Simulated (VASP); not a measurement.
# SiGe (P6_3mc) in VASP: a series of runs

The runs below take SiGe through single point, with LDA.

All numbers are computed with VASP 6.6.1; they aren't measurements. Logs are shortened: lines on timing, memory, paths and dates and some standing lists are left out, and cuts for length are marked.

### Step 1. The cell of the first run

The structure is hexagonal, space group P6_3mc (No. 186). The conventional cell has a = 3.869 Å, b = 3.869 Å, c = 6.395 Å, α = 90.00°, β = 90.00°, γ = 120.00°. Si (site symmetry 3m) has 4 Ge at 2.34 to 2.39 Å within 3.1 Å. Within 3.1 Å of Ge (site symmetry 3m) lie 4 Si at 2.34 to 2.39 Å.

### Step 2. Single point, LDA (atoms shifted along a free coordinate)

File INCAR:

```
PREC     = Accurate       # precision mode
ENCUT    = 520            # plane-wave cutoff, eV
EDIFF    = 1E-7           # SCF threshold, eV
ISMEAR   = 0              # smearing method
SIGMA    = 0.03           # smearing width, eV
LREAL    = False          # projectors in reciprocal space
LASPH    = True           # aspherical terms in the spheres
NELM     = 60             # most SCF steps
ALGO     = Normal         # electronic algorithm
ISIF     = 2              # what is computed and relaxed
LWAVE    = False          # write WAVECAR
LCHARG   = False          # write CHGCAR
GGA      = CA             # functional
NBANDS   = 26             # bands
```

File KPOINTS:

```
Automatic mesh
0
Gamma
  12 12 6
```

File POSCAR:

```
SiGe
1.0
    3.8694935620      0.0000000000      0.0000000000
   -1.9347467810      3.3510797245      0.0000000000
    0.0000000000      0.0000000000      6.3947485195
Si Ge
2 2
Direct
    0.6666666667      0.3333333333      0.8745031008
    0.3333333333      0.6666666667      0.3745031008
    0.6666666667      0.3333333333      0.5083148150
    0.3333333333      0.6666666667      0.0083148150
```

Potentials or basis: VASP PAW LDA potentials, release 64 (Si, Ge_d).

The run is started by

```bash
$ cat potpaw_LDA.64/Si/POTCAR potpaw_LDA.64/Ge_d/POTCAR > POTCAR
$ mpirun -np 1 vasp_std > vasp.out
```

OUTCAR:

```text
PREC = Accurate
   ENCUT = 520
   EDIFF = 1E-7
   ISMEAR = 0
   LREAL = False
   LASPH = True
   NELM = 60
   ISIF = 2
   GGA = CA

 ion  position               nearest neighbor table
   1  0.667  0.333  0.875-   3 2.34   4 2.39   4 2.39   4 2.39
   2  0.333  0.667  0.375-   4 2.34   3 2.39   3 2.39   3 2.39
   3  0.667  0.333  0.508-   1 2.34   2 2.39   2 2.39   2 2.39
   4  0.333  0.667  0.008-   2 2.34   1 2.39   1 2.39   1 2.39

  LATTYP: Found a hexagonal cell.
 ALAT       =     3.8694935620
 C/A-ratio  =     1.6526060625

  Lattice vectors:

 A1 = (   3.8694935620,   0.0000000000,   0.0000000000)
 A2 = (  -1.9347467810,   3.3510797245,   0.0000000000)
 A3 = (   0.0000000000,   0.0000000000,   6.3947485195)

Analysis of symmetry for initial positions (statically):
=====================================================================
 Subroutine PRICEL returns:
 Original cell was already a primitive cell.

 Routine SETGRP: Setting up the symmetry group for a
 hexagonal supercell.

 Subroutine GETGRP returns: Found 12 space group operations
 (whereof  6 operations were pure point group operations)
 out of a pool of 24 trial point group operations.

The static configuration has the point symmetry C_3v.
 The point group associated with its full space group is C_6v.

Analysis of symmetry for dynamics (positions and initial velocities):
=====================================================================
 Subroutine PRICEL returns:
 Original cell was already a primitive cell.

 Routine SETGRP: Setting up the symmetry group for a
 hexagonal supercell.

 Subroutine GETGRP returns: Found 12 space group operations
 (whereof  6 operations were pure point group operations)
 out of a pool of 24 trial point group operations.

The dynamic configuration has the point symmetry C_3v.
 The point group associated with its full space group is C_6v.

 Subroutine INISYM returns: Found 12 space group operations
 (whereof  6 operations are pure point group operations),
 and found     1 'primitive' translations

----------------------------------------------------------------------------------------

                                     Primitive cell

  volume of cell :      82.9206

  direct lattice vectors                    reciprocal lattice vectors
     3.869493562  0.000000000  0.000000000     0.258431752  0.149205641  0.000000000
[... 90 lines left out ...]
   EDIFF  = 0.1E-06   stopping-criterion for ELM
   LREAL  =      F    real-space projection
   EDIFFG = 0.1E-05   stopping-criterion for IOM
   NSW    =      0    number of steps for IOM
   IBRION =     -1    ionic relax: 0-MD 1-quasi-New 2-CG
   NFREE  =      0    steps in history (QN), initial steepest desc. (CG)
   ISIF   =      2    stress and relaxation
   ISYM   =      2    0-nonsym 1-usesym 2-fastsym
   POTIM  = 0.5000    time-step for ionic-motion
   TEBEG  =    0.0;   TEEND  =   0.0 temperature during run
   PSTRESS=    0.0 pullay stress
   NELECT =      36.0000    total number of electrons
   NUPDOWN=      -1.0000    fix difference up-down
   EMIN   =  10.00;   EMAX   =-10.00  energy-range for DOS
   EFERMI =   0.00;   METHOD = LEGACY
   ISMEAR =     0;   SIGMA  =   0.03  broadening in eV -4-tet -1-fermi 0-gaus
   EFERMI_NEDOS =   21; number of points for ismear=-14 and -15
   IALGO  =     38    algorithm
   IMIX   =      4    mixing-type and parameters
     AMIX     =   0.40;   BMIX     =  1.00
     AMIX_MAG =   1.60;   BMIX_MAG =  1.00
  volume/ion in A,a.u.               =      20.73       139.89
  Fermi-wavevector in a.u.,A,eV,Ry     =   1.239619  2.342540 20.907463  1.536655
  Thomas-Fermi vector in A             =   2.374094
   LORBIT       =      0    0 simple, 1 ext, 2 COOP (PROOUT), +10 PAW based schemes
   GGA     = CA    functional components
   LHFCALC =     F    Hartree Fock is set to
   AEXX    =    0.0000 exact exchange contribution
   IVDW    =     0    specifies the selected vdW correction
   LEPSILON=     F    determine dielectric tensor
   LRPA    =     F    only Hartree local field effects (RPA)
 non-spin polarized calculation
 Gauss-broadening in eV      SIGMA  =   0.03
  energy-cutoff  :      520.00
  volume of cell :       82.92
 maximum number of plane-waves:      2259
 NGX is ok and might be reduce to    30
   NGX = 15   NGY = 15   NGZ = 23

 number of electron      35.9999980 magnetization

 Free energy of the ion-electron system (eV)
  ---------------------------------------------------
  ext. energy  EPLUGINS =         0.00000000
  ---------------------------------------------------
  free energy    TOTEN  =       -22.18629824 eV

  energy without entropy =      -22.18629823  energy(sigma->0) =      -22.18629824

 E-fermi :   5.9535     XC(G=0): -10.0912

 val. band max:        5.8653499674   @ k =   0.0000   0.0000   0.0000
 cond. band min:       6.0500283949   @ k =   0.4167  -0.0000   0.3333
 fundamental gap:      0.1846784276
 Fermi energy:         5.9535271189

 k-point     1 :       0.0000    0.0000    0.0000
  band No.  band energies     occupation
      1     -19.0070      2.00000
      2     -19.0066      2.00000
      3     -18.9972      2.00000
      4     -18.9972      2.00000
      5     -18.9937      2.00000
      6     -18.9937      2.00000
[... 685 lines left out ...]
     25      12.8506      0.00000
     26      13.2288      0.00000

 [... further k-points ...]

------------------------ aborting loop because EDIFF is reached ----------------------------------------

  FORCE on cell =-STRESS in cart. coord.  units (eV):
  Direction    XX          YY          ZZ          XY          YZ          ZX
  --------------------------------------------------------------------------------------
  -------------------------------------------------------------------------------------
  Total       -0.4864065     -0.4864065      1.1548575      0.0000000      0.0000000      0.0000000
  in kB       -9.3982632     -9.3982632     22.3139581      0.0000000      0.0000000      0.0000000
  external PRESSURE =       1.1724772 kB  Pullay stress =       0.0000000 kB

 VOLUME and BASIS-vectors are now :
 -----------------------------------------------------------------------------
  energy-cutoff  :      520.00
  volume of cell :       82.92
      direct lattice vectors                 reciprocal lattice vectors
     3.869493562  0.000000000  0.000000000     0.258431752  0.149205641  0.000000000
    -1.934746781  3.351079724  0.000000000     0.000000000  0.298411283  0.000000000
     0.000000000  0.000000000  6.394748520     0.000000000  0.000000000  0.156378315

 POSITION                                       TOTAL-FORCE (eV/Angst)
 -----------------------------------------------------------------------------------
      1.93475      1.11703      5.59223         0.000000     -0.000000      0.668485
     -0.00000      2.23405      2.39485        -0.000000      0.000000      0.668485
      1.93475      1.11703      3.25055         0.000000      0.000000     -0.668485
     -0.00000      2.23405      0.05317        -0.000000     -0.000000     -0.668485
 -----------------------------------------------------------------------------------
    total drift:                                0.000001      0.000001     -0.000421

  FREE ENERGIE OF THE ION-ELECTRON SYSTEM (eV)
  ---------------------------------------------------
  free  energy   TOTEN  =       -22.1862982445 eV

  energy  without entropy=      -22.1862982300  energy(sigma->0) =      -22.18629824
```

Run time: 2.6 min. Hardware: 1 thread of AMD EPYC 7R43 (Zen 3), shared host; peak memory 0.22 GiB.

Results:

```
Free energy            : -22.1863 eV
Pressure               : 0.1 GPa
Largest force          : 0.668 eV/Å
Band gap on the k mesh : 0.18 eV (least direct gap 0.41 eV)
```

Forces in eV/Å, atoms in the order of the input:
```
Si   0.000  0.000  0.668
Si   0.000  0.000  0.668
Ge   0.000  0.000 -0.668
Ge   0.000  0.000 -0.668
```

Levels at points of the mesh, in eV from the valence-band top:
| k point | band 15 | band 16 | band 17 | band 18 | band 19 | band 20 | band 21 | band 22 |
| --- | --- | --- | --- | --- | --- | --- | --- | --- |
| (0.00, 0.00, 0.00) | -1.71 | -0.75 | 0.00 | 0.00 | 0.41 | 1.45 | 1.82 | 1.82 |
| (0.50, 0.00, 0.00) | -5.13 | -3.40 | -3.34 | -1.56 | 0.24 | 1.90 | 2.82 | 2.96 |
| (0.00, 0.00, 0.50) | -1.07 | -1.07 | -1.07 | -1.07 | 1.22 | 1.22 | 2.97 | 2.97 |
| (0.50, 0.00, 0.50) | -2.91 | -2.91 | -2.65 | -2.65 | 0.42 | 0.42 | 1.72 | 1.72 |

Caveat: the cell differs from its parent crystal (atoms shifted along a free coordinate). A k mesh can miss the band edges.

[end of part 1 of 2]
